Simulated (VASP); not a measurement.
Crystal: Zn2SnN2.

```
CELL_PARAMETERS angstrom
4.10157 0.00000 0.00000
-2.05079 3.55207 0.00000
0.00000 0.00000 6.24152
ATOMIC_POSITIONS crystal
Zn 0.66667 0.33333 0.25334
Zn 0.66667 0.33333 0.74666
Sn 0.00000 0.00000 0.00000
N 0.33333 0.66667 0.67608
N 0.33333 0.66667 0.32392
```

* Program: VASP 6.6.1
* Task: relaxation of cell and atoms
* Functional: PBE
* Potentials or basis: VASP PAW PBE potentials, release 64 (Zn, Sn_d, N)
* Cutoff: 600 eV
* k mesh: 6 × 6 × 4
* Occupations: gaussian, width 0.1 eV
* Spin: no spin polarisation

At the start: pressure -13.0 GPa; volume 18.19 Å³/atom.

Where does the relaxation end?

Over 34 steps the energy falls by 880.8 meV/atom and the volume is 14.72 Å³/atom (-19.0 %); space group P-6m2 (No. 187, to 0.05 Å).

Step by step:
| step | energy change (eV) | largest force (eV/Å) | pressure (GPa) | volume (Å³) |
| --- | --- | --- | --- | --- |
| 1 | 0.0000 | 0.8921 | -13.03 | 90.93 |
| 2 | -1.2637 | 1.5280 | -0.12 | 72.76 |
| 3 | -1.2951 | 1.6507 | 3.92 | 70.13 |
| 4 | -1.9116 | 1.1495 | 5.07 | 68.60 |
| 5 | -2.6769 | 1.9890 | 20.64 | 63.20 |
| 6 | -2.8975 | 2.2717 | 18.78 | 64.34 |
| 7 | -3.2740 | 3.0049 | 16.76 | 67.66 |
| 8 | -3.2558 | 3.2405 | 17.23 | 68.91 |
| 9 | -3.7107 | 2.1284 | 8.91 | 72.52 |
| 10 | -3.9523 | 0.9819 | 0.56 | 77.41 |
| 11 | -3.9598 | 0.9053 | -0.78 | 78.35 |
| 12 | -3.9975 | 0.8058 | -0.87 | 78.35 |
| 13 | -4.0770 | 0.9704 | -0.73 | 78.33 |
| 14 | -3.8772 | 5.1071 | 2.91 | 78.30 |
| 15 | -4.0847 | 0.9748 | -0.48 | 78.33 |
| 16 | -4.1161 | 0.8606 | -0.74 | 78.23 |
| 17 | -4.1932 | 0.6683 | -1.45 | 77.93 |
| 18 | -4.3017 | 0.3666 | -2.55 | 77.33 |
| 19 | -4.2819 | 0.7330 | -2.95 | 76.08 |
| 20 | -4.3409 | 0.5418 | -3.01 | 76.79 |
| 21 | -4.3502 | 1.0700 | -0.07 | 75.23 |
| 22 | -4.3577 | 0.3651 | -1.32 | 75.83 |
| 23 | -4.3689 | 0.2491 | -1.00 | 75.26 |
| 24 | -4.3876 | 0.1885 | 0.12 | 73.55 |
| 25 | -4.3882 | 0.2725 | 0.37 | 73.19 |
| 26 | -4.3947 | 0.2357 | 1.25 | 72.82 |
| 27 | -4.3949 | 0.3436 | 1.43 | 72.74 |
| 28 | -4.4007 | 0.2133 | 1.06 | 72.89 |
| 29 | -4.4026 | 0.0982 | 0.79 | 73.01 |
| 30 | -4.4026 | 0.0797 | 0.72 | 73.03 |
| 31 | -4.4034 | 0.1230 | 0.22 | 73.26 |
| 32 | -4.4034 | 0.1112 | 0.27 | 73.25 |
| 33 | -4.4039 | 0.0433 | 0.17 | 73.44 |
| 34 | -4.4040 | 0.0241 | 0.02 | 73.62 |

Final structure:
```xyz
5
Lattice="3.2510 0.0000 0.0000 -1.6255 2.8154 0.0000 0.0000 0.0000 8.0437" Properties=species:S:1:pos:R:3 pbc="T T T"
Zn    1.6255    0.9385    2.3702
Zn    1.6255    0.9385    5.6734
Sn    0.0000    0.0000    0.0000
N     0.0000    1.8769    4.6761
N     0.0000    1.8769    3.3676
```

Caveat: the volume moved by over 15 % at a fixed basis, so the end points are rough.
